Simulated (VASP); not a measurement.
A run of VASP 6.6.1 is set up as follows.

The input INCAR:

```
ALGO = Normal
EDIFF = 1E-8
ENCUT = 600
GGA = CA
GGA_COMPAT = False
IBRION = 8
ISIF = 2
ISMEAR = 0
LASPH = True
LCHARG = False
LEPSILON = True
LREAL = False
LWAVE = False
NBANDS = 11
NELM = 120
NSW = 1
PREC = Accurate
SIGMA = 0.01
```

File KPOINTS:

```
k-points
0
Gamma
  8 8 8
```

The input POSCAR:

```
BN
1.0
    0.0000000000      1.6994276261      1.6994276261
    1.6994276261      0.0000000000      1.6994276261
    1.6994276261      1.6994276261      0.0000000000
B N
1 1
Direct
    0.0000000000      0.0000000000      0.0000000000
    0.2500000000      0.2500000000      0.2500000000
```

Potentials or basis: VASP PAW LDA potentials, release 64 (B, N).

The run is started by

```bash
$ cat potpaw_LDA.64/B/POTCAR potpaw_LDA.64/N/POTCAR > POTCAR
$ mpirun -np 1 vasp_std > vasp.out
```

**Question.** Estimate the electronic dielectric tensor (diagonal).

**Answer.** 4.47.

**Question.** Predict the Born charges (mean of the diagonal).

**Answer.** B +1.80; N -1.80 e.

**Question.** Predict the highest phonon frequency at Γ, LO-TO splitting left out.

**Answer.** 1288 cm⁻¹.

Electronic dielectric tensor:
```
4.47 0.00 0.00
0.00 4.47 0.00
0.00 0.00 4.47
```

Caveat: the k points lie up to 0.40 Å⁻¹ apart; the cell stands under pressure or tension, which shifts response properties.
